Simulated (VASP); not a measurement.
# SiC (P6_3mc) in VASP: a series of runs

The runs below take SiC through single point, with r2SCAN.

Everything below comes from runs of VASP 6.6.1. Logs are shortened: lines on timing, memory, paths and dates and some standing lists are left out, and cuts for length are marked.

## Step 1: The cell of the first run

It takes space group P6_3mc (No. 186, hexagonal). Conventional cell: a = 3.321 Å, b = 3.321 Å, c = 4.644 Å, α = 90.00°, β = 90.00°, γ = 120.00°. Si (site symmetry 3m) has 4 C at 1.75 to 2.00 Å within 2.3 Å. C (site symmetry 3m) has 4 Si at 1.75 to 2.00 Å within 2.3 Å.

## Step 2: Single point, r2SCAN (strain +0.080 along x and y, -0.080 along z)

POSCAR

```
SiC
1.0
    3.3212106082      0.0000000000      0.0000000000
   -1.6606053041      2.8762527580      0.0000000000
    0.0000000000      0.0000000000      4.6443135044
Si C
2 2
Direct
    0.3333333333      0.6666666667      0.0046028828
    0.6666666667      0.3333333333      0.5046028828
    0.3333333333      0.6666666667      0.3803971172
    0.6666666667      0.3333333333      0.8803971172
```

INCAR.step1

```
PREC = Accurate ; ENCUT = 520
ISMEAR = 0 ; SIGMA = 0.05
LREAL = F ; LASPH = T
NELM = 80 ; NBANDS = 16
GGA = PE ; ALGO = Normal
EDIFF = 1E-4 ; LWAVE = T
LCHARG = F
```

INCAR.step2

```
PREC = Accurate ; ENCUT = 520
EDIFF = 1E-6 ; ISMEAR = 0
SIGMA = 0.05 ; LREAL = F
LASPH = T ; NELM = 80
ALGO = Normal ; ISIF = 2
LWAVE = F ; LCHARG = F
METAGGA = R2SCAN ; LMIXTAU = T
NBANDS = 16 ; ISTART = 1
```

KPOINTS

```
regular mesh
0
Gamma
  12 12 6
```

Potentials or basis: VASP PAW PBE potentials, release 64 (Si, C).

Command:

```
cat potpaw_PBE.64/Si/POTCAR potpaw_PBE.64/C/POTCAR > POTCAR
cp INCAR.step1 INCAR
mpirun -np 1 vasp_std > vasp.out
cp INCAR.step2 INCAR
mpirun -np 1 vasp_std > vasp.out
```

OUTCAR:

```text
PREC = Accurate
   ENCUT = 520
   EDIFF = 1E-6
   ISMEAR = 0
   LREAL = F
   LASPH = T
   NELM = 80
   ISIF = 2
   METAGGA = R2SCAN
   ISTART = 1

 ion  position               nearest neighbor table
   1  0.333  0.667  0.005-   3 1.75   4 2.00   4 2.00   4 2.00   2 3.01   2 3.01   2 3.01   2 3.01
                             2 3.01   2 3.01
   2  0.667  0.333  0.505-   4 1.75   3 2.00   3 2.00   3 2.00   1 3.01   1 3.01   1 3.01   1 3.01
                             1 3.01   1 3.01
   3  0.333  0.667  0.380-   1 1.75   2 2.00   2 2.00   2 2.00
   4  0.667  0.333  0.880-   2 1.75   1 2.00   1 2.00   1 2.00

  LATTYP: Found a hexagonal cell.
 ALAT       =     3.3212106082
 C/A-ratio  =     1.3983797032

  Lattice vectors:

 A1 = (   3.3212106082,   0.0000000000,   0.0000000000)
 A2 = (  -1.6606053041,   2.8762527580,   0.0000000000)
 A3 = (   0.0000000000,   0.0000000000,   4.6443135044)

Analysis of symmetry for initial positions (statically):
=====================================================================
 Subroutine PRICEL returns:
 Original cell was already a primitive cell.

 Routine SETGRP: Setting up the symmetry group for a
 hexagonal supercell.

 Subroutine GETGRP returns: Found 12 space group operations
 (whereof  6 operations were pure point group operations)
 out of a pool of 24 trial point group operations.

The static configuration has the point symmetry C_3v.
 The point group associated with its full space group is C_6v.

Analysis of symmetry for dynamics (positions and initial velocities):
=====================================================================
 Subroutine PRICEL returns:
 Original cell was already a primitive cell.

 Routine SETGRP: Setting up the symmetry group for a
 hexagonal supercell.

 Subroutine GETGRP returns: Found 12 space group operations
 (whereof  6 operations were pure point group operations)
 out of a pool of 24 trial point group operations.

The dynamic configuration has the point symmetry C_3v.
 The point group associated with its full space group is C_6v.

 Subroutine INISYM returns: Found 12 space group operations
 (whereof  6 operations are pure point group operations),
 and found     1 'primitive' translations

----------------------------------------------------------------------------------------

                                     Primitive cell

  volume of cell :      44.3655

  direct lattice vectors                    reciprocal lattice vectors
     3.321210608  0.000000000  0.000000000     0.301095028  0.173837295  0.000000000
    -1.660605304  2.876252758  0.000000000     0.000000000  0.347674591  0.000000000
     0.000000000  0.000000000  4.644313504     0.000000000  0.000000000  0.215317075

  length of vectors
     3.321210608  3.321210608  4.644313504     0.347674591  0.347674591  0.215317075

  position of ions in fractional coordinates (direct lattice)
     0.333333333  0.666666667  0.004602883
     0.666666667  0.333333333  0.504602883
     0.333333333  0.666666667  0.380397117
     0.666666667  0.333333333  0.880397117

  ion indices of the primitive-cell ions
   primitive index   ion index
                 1           1
                 2           2
                 3           3
                 4           4

----------------------------------------------------------------------------------------

 KPOINTS: regular mesh

Automatic generation of k-mesh.
 Grid dimensions read from file:
 generate k-points for:   12   12    6

 Generating k-lattice:

  Cartesian coordinates                     Fractional coordinates (reciprocal lattice)
     0.025091252  0.014486441  0.000000000     0.083333333  0.000000000  0.000000000
     0.000000000  0.028972883  0.000000000     0.000000000  0.083333333  0.000000000
     0.000000000  0.000000000  0.035886179     0.000000000  0.000000000  0.166666667

  Length of vectors
     0.028972883  0.028972883  0.035886179

  Shift w.r.t. Gamma in fractional coordinates (k-lattice)
     0.000000000  0.000000000  0.000000000

 Subroutine IBZKPT returns following result:
 ===========================================

 Found     76 irreducible k-points:

 Following reciprocal coordinates:
            Coordinates               Weight
  0.000000  0.000000  0.000000      1.000000
  0.083333  0.000000  0.000000      6.000000
  0.166667  0.000000  0.000000      6.000000
  0.250000  0.000000  0.000000      6.000000
  0.333333  0.000000  0.000000      6.000000
  0.416667  0.000000  0.000000      6.000000
[... 16 lines left out ...]
  0.250000  0.000000  0.166667     12.000000
  0.333333  0.000000  0.166667     12.000000
 [... further k-points ...]
   k-points           NKPTS =     76   k-points in BZ     NKDIM =     76   number of bands    NBANDS=     16
   number of dos      NEDOS =    301   number of ions     NIONS =      4
   total plane-waves  NPLWV =  28224
   dimension x,y,z NGX =    28 NGY =   28 NGZ =   36
   dimension x,y,z NGXF=    56 NGYF=   56 NGZF=   72
   ions per type =               2   2
   NGX,Y,Z   is equivalent  to a cutoff of  14.02, 14.02, 12.89 a.u.
   NGXF,Y,Z  is equivalent  to a cutoff of  28.03, 28.03, 25.77 a.u.
 SYSTEM =  unknown system
   PREC   = accura    normal or accurate (medium, high low for compatibility)
   ISTART =      1    job   : 0-new  1-cont  2-samecut
   ICHARG =      0    charge: 1-file 2-atom 10-const
   ISPIN  =      1    spin polarized calculation?
   LNONCOLLINEAR =      F non collinear calculations
   LSORBIT =      F    spin-orbit coupling
   LASPH  =      T    aspherical Exc in radial PAW
   ENCUT  =  520.0 eV  38.22 Ry    6.18 a.u.   6.18  6.18  8.64*2*pi/ulx,y,z
   NELM   =     80;   NELMIN=  2; NELMDL=  0     # of ELM steps
   EDIFF  = 0.1E-05   stopping-criterion for ELM
   LREAL  =      F    real-space projection
   EDIFFG = 0.1E-04   stopping-criterion for IOM
   NSW    =      0    number of steps for IOM
   IBRION =     -1    ionic relax: 0-MD 1-quasi-New 2-CG
   NFREE  =      0    steps in history (QN), initial steepest desc. (CG)
   ISIF   =      2    stress and relaxation
   ISYM   =      2    0-nonsym 1-usesym 2-fastsym
   POTIM  = 0.5000    time-step for ionic-motion
   TEBEG  =    0.0;   TEEND  =   0.0 temperature during run
   PSTRESS=    0.0 pullay stress
   NELECT =      16.0000    total number of electrons
   NUPDOWN=      -1.0000    fix difference up-down
   EMIN   =  10.00;   EMAX   =-10.00  energy-range for DOS
   EFERMI =   0.00;   METHOD = LEGACY
   ISMEAR =     0;   SIGMA  =   0.05  broadening in eV -4-tet -1-fermi 0-gaus
   EFERMI_NEDOS =   21; number of points for ismear=-14 and -15
   IALGO  =     38    algorithm
   IMIX   =      4    mixing-type and parameters
     AMIX     =   0.40;   BMIX     =  1.00
     AMIX_MAG =   1.60;   BMIX_MAG =  1.00
  volume/ion in A,a.u.               =      11.09        74.85
  Fermi-wavevector in a.u.,A,eV,Ry     =   1.165288  2.202074 18.475289  1.357895
  Thomas-Fermi vector in A             =   2.301815
   LORBIT       =      0    0 simple, 1 ext, 2 COOP (PROOUT), +10 PAW based schemes
   METAGGA = R2SCAN    functional components
   LHFCALC =     F    Hartree Fock is set to
   AEXX    =    0.0000 exact exchange contribution
   IVDW    =     0    specifies the selected vdW correction
   LEPSILON=     F    determine dielectric tensor
   LRPA    =     F    only Hartree local field effects (RPA)
 non-spin polarized calculation
 Gauss-broadening in eV      SIGMA  =   0.05
  energy-cutoff  :      520.00
  volume of cell :       44.37
 maximum number of plane-waves:      1241
 NGX is ok and might be reduce to    28
   NGX = 13   NGY = 13   NGZ = 17

 number of electron      16.0000002 magnetization

 Free energy of the ion-electron system (eV)
  ---------------------------------------------------
  ext. energy  EPLUGINS =         0.00000000
  ---------------------------------------------------
  free energy    TOTEN  =       -37.24506691 eV

  energy without entropy =      -37.24506691  energy(sigma->0) =      -37.24506691

 E-fermi :   7.6930     XC(G=0): -11.5913

 val. band max:        7.4164871934   @ k =   0.0833   0.0000   0.0000
 cond. band min:       9.2538359125   @ k =   0.5000   0.0000   0.0000
 fundamental gap:      1.8373487192
 Fermi energy:         7.6929535145

 k-point     1 :       0.0000    0.0000    0.0000
  band No.  band energies     occupation
      1      -8.5078      2.00000
      2      -3.8867      2.00000
      3      -0.8535      2.00000
      4       5.0299      2.00000
      5       5.0299      2.00000
      6       7.3090      2.00000
[... 8 lines left out ...]
     15      17.8900      0.00000
     16      18.0113      0.00000

 k-point     2 :       0.0833    0.0000    0.0000
  band No.  band energies     occupation
      1      -8.4049      2.00000
      2      -3.8237      2.00000
      3      -0.7623      2.00000
      4       4.3793      2.00000
      5       4.8458      2.00000
      6       6.7292      2.00000
[... 8 lines left out ...]
     15      17.1377      0.00000
     16      17.8356      0.00000

 k-point     3 :       0.1667    0.0000    0.0000
  band No.  band energies     occupation
      1      -8.0996      2.00000
      2      -3.6560      2.00000
      3      -0.4992      2.00000
      4       3.0710      2.00000
      5       4.4220      2.00000
      6       5.7365      2.00000
[... 8 lines left out ...]
     15      17.0813      0.00000
     16      17.9636      0.00000

 k-point     4 :       0.2500    0.0000    0.0000
  band No.  band energies     occupation
      1      -7.6047      2.00000
      2      -3.4651      2.00000
      3      -0.1176      2.00000
      4       1.8070      2.00000
      5       3.9572      2.00000
      6       4.5911      2.00000
[... 8 lines left out ...]
     15      17.5955      0.00000
     16      18.4674      0.00000
[... 324 lines left out ...]
 k-point    22 :       0.1667    0.0000    0.1667
  band No.  band energies     occupation
      1      -7.9325      2.00000
      2      -4.3637      2.00000
      3       0.3082      2.00000
      4       3.3266      2.00000
      5       4.5575      2.00000
      6       5.1583      2.00000
[... 8 lines left out ...]
     15      16.8844      0.00000
     16      18.3046      0.00000

 k-point    23 :       0.2500    0.0000    0.1667
  band No.  band energies     occupation
      1      -7.4409      2.00000
      2      -4.0561      2.00000
      3       0.2748      2.00000
      4       2.3537      2.00000
      5       3.9335      2.00000
      6       4.0993      2.00000
[... 8 lines left out ...]
     15      17.7035      0.00000
     16      18.7795      0.00000

 k-point    24 :       0.3333    0.0000    0.1667
  band No.  band energies     occupation
      1      -6.7936      2.00000
      2      -3.8144      2.00000
      3      -0.2037      2.00000
      4       2.1652      2.00000
      5       2.7833      2.00000
      6       3.7174      2.00000
[... 8 lines left out ...]
     15      18.7830      0.00000
     16      19.2975      0.00000

 [... further k-points ...]

------------------------ aborting loop because EDIFF is reached ----------------------------------------

  FORCE on cell =-STRESS in cart. coord.  units (eV):
  Direction    XX          YY          ZZ          XY          YZ          ZX
  --------------------------------------------------------------------------------------
  -------------------------------------------------------------------------------------
  Total      -10.0446911    -10.0446911     14.0212103      0.0000000      0.0000000      0.0000000
  in kB     -362.7456199   -362.7456199    506.3503235      0.0000000      0.0000000      0.0000000
  external PRESSURE =     -73.0469721 kB  Pullay stress =       0.0000000 kB

 VOLUME and BASIS-vectors are now :
 -----------------------------------------------------------------------------
  energy-cutoff  :      520.00
  volume of cell :       44.37
      direct lattice vectors                 reciprocal lattice vectors
     3.321210608  0.000000000  0.000000000     0.301095028  0.173837295  0.000000000
    -1.660605304  2.876252758  0.000000000     0.000000000  0.347674591  0.000000000
     0.000000000  0.000000000  4.644313504     0.000000000  0.000000000  0.215317075

 POSITION                                       TOTAL-FORCE (eV/Angst)
 -----------------------------------------------------------------------------------
     -0.00000      1.91750      0.02138         0.000000     -0.000000     -2.241462
      1.66061      0.95875      2.34353        -0.000000      0.000000     -2.241462
     -0.00000      1.91750      1.76668         0.000000     -0.000000      2.241462
      1.66061      0.95875      4.08884         0.000000      0.000000      2.241462
 -----------------------------------------------------------------------------------
    total drift:                               -0.000000      0.000000      0.000924

  FREE ENERGIE OF THE ION-ELECTRON SYSTEM (eV)
  ---------------------------------------------------
  free  energy   TOTEN  =       -37.2450669150 eV

  energy  without entropy=      -37.2450669150  energy(sigma->0) =      -37.24506691
```

It took 4.2 min on 1 thread of Intel Xeon 8259CL, shared host; peak memory 0.19 GiB.

Results:

- Free energy: -37.2451 eV
- Pressure: -7.3 GPa
- Largest force: 2.241 eV/Å
- Band gap on the k mesh: 1.84 eV (least direct gap 2.31 eV)

Forces in eV/Å, atoms in the order of the input:
```
Si   0.000  0.000 -2.241
Si   0.000  0.000 -2.241
C    0.000  0.000  2.241
C    0.000  0.000  2.241
```

Levels at points of the mesh, in eV from the valence-band top:
```
           k point  band 5  band 6  band 7  band 8  band 9  band 10  band 11  band 12
(0.00, 0.00, 0.00)   -2.39   -0.11   -0.11   -0.03    2.28     5.57     5.57     5.62
(0.50, 0.00, 0.00)   -5.40   -4.18   -3.37   -0.83    1.84     5.47     6.61     6.74
(0.00, 0.00, 0.50)   -1.38   -1.38   -1.38   -1.38    4.24     4.24     6.41     6.41
(0.50, 0.00, 0.50)   -2.90   -2.90   -1.71   -1.71    3.47     3.47     6.82     6.82
```

Caveat: the cell differs from its parent crystal (strain +0.080 along x and y, -0.080 along z); the cell stands under tension; the PAW data sets were made with another functional, which shifts forces and pressure a little. A k mesh can miss the band edges.

## Step 3: Single point, r2SCAN (strain +0.000 along x and y, +0.080 along z)

POSCAR

```
SiC
1.0
    3.0751950076      0.0000000000      0.0000000000
   -1.5375975038      2.6631969982      0.0000000000
    0.0000000000      0.0000000000      5.4520202008
Si C
2 2
Direct
    0.3333333333      0.6666666667      0.0046028828
    0.6666666667      0.3333333333      0.5046028828
    0.3333333333      0.6666666667      0.3803971172
    0.6666666667      0.3333333333      0.8803971172
```

INCAR.step1

```
PREC = Accurate
ENCUT = 520
ISMEAR = 0
SIGMA = 0.05
LREAL = F
LASPH = T
NELM = 100
NBANDS = 16
GGA = PE
ALGO = Normal
EDIFF = 1E-4
LWAVE = T
LCHARG = F
```

INCAR.step2

```
PREC = Accurate
ENCUT = 520
EDIFF = 1E-6
ISMEAR = 0
SIGMA = 0.05
LREAL = F
LASPH = T
NELM = 100
ALGO = Normal
ISIF = 2
LWAVE = F
LCHARG = T
METAGGA = R2SCAN
LMIXTAU = T
LELF = T
LVHAR = T
NBANDS = 16
ISTART = 1
```

KPOINTS is that of step 2.

Potentials or basis: VASP PAW PBE potentials, release 64 (Si, C).

Command:

```
cat potpaw_PBE.64/Si/POTCAR potpaw_PBE.64/C/POTCAR > POTCAR
cp INCAR.step1 INCAR
mpirun -np 1 vasp_std > vasp.out
cp INCAR.step2 INCAR
mpirun -np 1 vasp_std > vasp.out
```

OUTCAR:

```text
PREC = Accurate
   ENCUT = 520
   EDIFF = 1E-6
   ISMEAR = 0
   LREAL = F
   LASPH = T
   NELM = 100
   ISIF = 2
   METAGGA = R2SCAN
   ISTART = 1

 ion  position               nearest neighbor table
   1  0.333  0.667  0.005-   4 1.90   4 1.90   4 1.90   3 2.05
   2  0.667  0.333  0.505-   3 1.90   3 1.90   3 1.90   4 2.05
   3  0.333  0.667  0.380-   2 1.90   2 1.90   2 1.90   1 2.05
   4  0.667  0.333  0.880-   1 1.90   1 1.90   1 1.90   2 2.05

  LATTYP: Found a hexagonal cell.
[... 658 lines left out ...]
  Direction    XX          YY          ZZ          XY          YZ          ZX
  --------------------------------------------------------------------------------------
  -------------------------------------------------------------------------------------
  Total       -0.5479470     -0.5479470    -10.1447449      0.0000000      0.0000000      0.0000000
  in kB      -19.6614584    -19.6614584   -364.0141809      0.0000000      0.0000000      0.0000000
  external PRESSURE =    -134.4456992 kB  Pullay stress =       0.0000000 kB

 VOLUME and BASIS-vectors are now :
 -----------------------------------------------------------------------------
  energy-cutoff  :      520.00
  volume of cell :       44.65
      direct lattice vectors                 reciprocal lattice vectors
     3.075195008  0.000000000  0.000000000     0.325182630  0.187744279  0.000000000
    -1.537597504  2.663196998  0.000000000     0.000000000  0.375488558  0.000000000
     0.000000000  0.000000000  5.452020201     0.000000000  0.000000000  0.183418249

 POSITION                                       TOTAL-FORCE (eV/Angst)
 -----------------------------------------------------------------------------------
     -0.00000      1.77546      0.02510         0.000000     -0.000000      0.088612
      1.53760      0.88773      2.75111        -0.000000      0.000000      0.088612
     -0.00000      1.77546      2.07393        -0.000000     -0.000000     -0.088612
      1.53760      0.88773      4.79994        -0.000000      0.000000     -0.088612
 -----------------------------------------------------------------------------------
    total drift:                               -0.000000      0.000000     -0.000696

  FREE ENERGIE OF THE ION-ELECTRON SYSTEM (eV)
  ---------------------------------------------------
  free  energy   TOTEN  =       -38.2225393004 eV

  energy  without entropy=      -38.2225393004  energy(sigma->0) =      -38.22253930
```

OSZICAR.step1:

```text
N       E                     dE             d eps       ncg     rms          rms(c)
DAV:   1     0.259427744580E+02    0.25943E+02   -0.69985E+03  2432   0.887E+02
DAV:   2    -0.305251568236E+02   -0.56468E+02   -0.50624E+02  3544   0.153E+02
DAV:   3    -0.331547423991E+02   -0.26296E+01   -0.26172E+01  3112   0.310E+01
DAV:   4    -0.331759067187E+02   -0.21164E-01   -0.21161E-01  3064   0.340E+00
DAV:   5    -0.331761298017E+02   -0.22308E-03   -0.22308E-03  3104   0.334E-01    0.116E+01
DAV:   6    -0.298209094992E+02    0.33552E+01   -0.62018E+00  2968   0.152E+01    0.507E+00
DAV:   7    -0.297875639665E+02    0.33346E-01   -0.94289E-01  3368   0.565E+00    0.236E+00
DAV:   8    -0.297705235789E+02    0.17040E-01   -0.43647E-02  2792   0.139E+00    0.602E-01
DAV:   9    -0.297692011531E+02    0.13224E-02   -0.71830E-03  3336   0.581E-01    0.135E-01
DAV:  10    -0.297694981323E+02   -0.29698E-03   -0.11456E-03  2896   0.199E-01    0.608E-02
DAV:  11    -0.297695335090E+02   -0.35377E-04   -0.79481E-05  2088   0.681E-02
   1 F= -.29769534E+02 E0= -.29769534E+02  d E =-.937606E-12
```

It took 3.3 min on 1 thread of Intel Xeon 8259CL, shared host; peak memory 0.19 GiB.

What came out:

```yaml
Free_energy: -38.2225 eV
Pressure: -13.4 GPa
Largest_force: 0.089 eV/Å
Band_gap_on_the_k_mesh: 2.49 eV (least direct gap 4.24 eV)
```

Forces on the atoms (eV/Å):
```
Si   0.000  0.000  0.089
Si   0.000  0.000  0.089
C    0.000  0.000 -0.089
C    0.000  0.000 -0.089
```

Stress tensor (GPa, compression positive):
```
 -1.97   0.00   0.00
  0.00  -1.97   0.00
  0.00   0.00 -36.40
```

Levels at points of the mesh, in eV from the valence-band top:
| k point | band 6 | band 7 | band 8 | band 9 | band 10 | band 11 |
| --- | --- | --- | --- | --- | --- | --- |
| (0.00, 0.00, 0.00) | -0.53 | 0.00 | 0.00 | 4.24 | 5.82 | 7.27 |
| (0.50, 0.00, 0.00) | -3.14 | -3.04 | -1.43 | 3.54 | 4.05 | 6.54 |
| (0.00, 0.00, 0.50) | -0.53 | -0.53 | -0.53 | 6.58 | 6.58 | 7.91 |
| (0.50, 0.00, 0.50) | -2.71 | -2.35 | -2.35 | 3.09 | 3.09 | 5.24 |

Caveat: the cell differs from its parent crystal (strain +0.000 along x and y, +0.080 along z); the cell stands under tension; the PAW data sets were made with another functional, which shifts forces and pressure a little.
